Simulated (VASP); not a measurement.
A run of VASP 6.6.1:

File INCAR:

```
SYSTEM = ZrO2
  PREC = Accurate
  ENCUT = 600
  EDIFF = 1E-6
  ISMEAR = 0
  SIGMA = 0.1
  LREAL = .FALSE.
  LASPH = .TRUE.
  NELM = 120
  ALGO = Normal
  ISIF = 2
  LWAVE = .FALSE.
  LCHARG = .FALSE.
  GGA = PE
  NBANDS = 33
  GGA_COMPAT = .FALSE.
```

KPOINTS

```
regular mesh
0
G
  6 6 6
  0 0 0
```

The input POSCAR:

```
ZrO2
1.0
   -0.0008941713     -2.5578920259     -2.5579560449
   -2.5590373218      0.0002696318     -2.5591177214
    2.5563157916      2.5586603419     -5.1157859513
Zr O
2 4
Direct
   -0.0000066279     -0.0000145729      0.0000014192
    0.5000085710      0.5000106326      0.5000000051
    0.6250737215      0.6249558960      0.1249844918
    0.1250778063      0.1249568663      0.6249825090
    0.8749236347      0.8750467686      0.3750149937
    0.3749228944      0.3750444092      0.8750165814
```

Potentials or basis: VASP PAW PBE potentials, release 64 (Zr_sv, O).

The run is started by

```bash
$ cat potpaw_PBE.64/Zr_sv/POTCAR potpaw_PBE.64/O/POTCAR > POTCAR
$ mpirun -np 1 vasp_std > vasp.out
```

Hardware: 1 thread of Intel(R) Xeon(R) 6975P-C (Granite Rapids) (shared host).

Question: How long does it take, and how much memory?

Answer: Run time: 2.7 min on 1 thread of Intel(R) Xeon(R) 6975P-C (Granite Rapids), on a shared host, peak memory 0.36 GiB. Counts: scf iterations 15, k points 112.
